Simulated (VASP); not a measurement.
Input of a VASP 6.6.1 run:

The input POSCAR:

```
Ru
1.0
    0.0000000000      1.9150000000      1.9150000000
    1.9150000000      0.0000000000      1.9150000000
    1.9150000000      1.9150000000      0.0000000000
Ru
1
Direct
    0.0000000000      0.0000000000      0.0000000000
```

File INCAR.step1:

```
SYSTEM = Ru
ALGO = Normal
EDIFF = 1E-5
ENCUT = 620
GGA = PE
GGA_COMPAT = .False.
ISMEAR = 0
LASPH = .True.
LCHARG = .False.
LREAL = .False.
LWAVE = .True.
NBANDS = 14
NELM = 120
PREC = Accurate
SIGMA = 0.1
```

Contents of INCAR.step2:

```
SYSTEM = Ru
ALGO = Normal
EDIFF = 1E-6
ENCUT = 620
GGA_COMPAT = .False.
ISIF = 2
ISMEAR = 0
ISTART = 1
LASPH = .True.
LCHARG = .True.
LELF = .True.
LMIXTAU = .True.
LREAL = .False.
LVHAR = .True.
LWAVE = .False.
METAGGA = R2SCAN
NBANDS = 14
NELM = 120
PREC = Accurate
SIGMA = 0.1
```

The input KPOINTS:

```
k-points
0
Gamma
  8 8 8
  0 0 0
```

Potentials or basis: VASP PAW PBE potentials, release 64 (Ru_sv).

Launch:

```bash
$ cat potpaw_PBE.64/Ru_sv/POTCAR > POTCAR
$ cp INCAR.step1 INCAR
$ mpirun -np 1 vasp_std > vasp.out
$ cp INCAR.step2 INCAR
$ mpirun -np 1 vasp_std > vasp.out
```

Task: Predict the pressure.

Result: -11.7 GPa.

Task: What does it give for the band gap on the k mesh?

Result: Zero (bands 8 and 9 overlap by 3.09 eV).

Caveat: the cell stands under tension; the PAW data sets were made with another functional, which shifts forces and pressure a little.
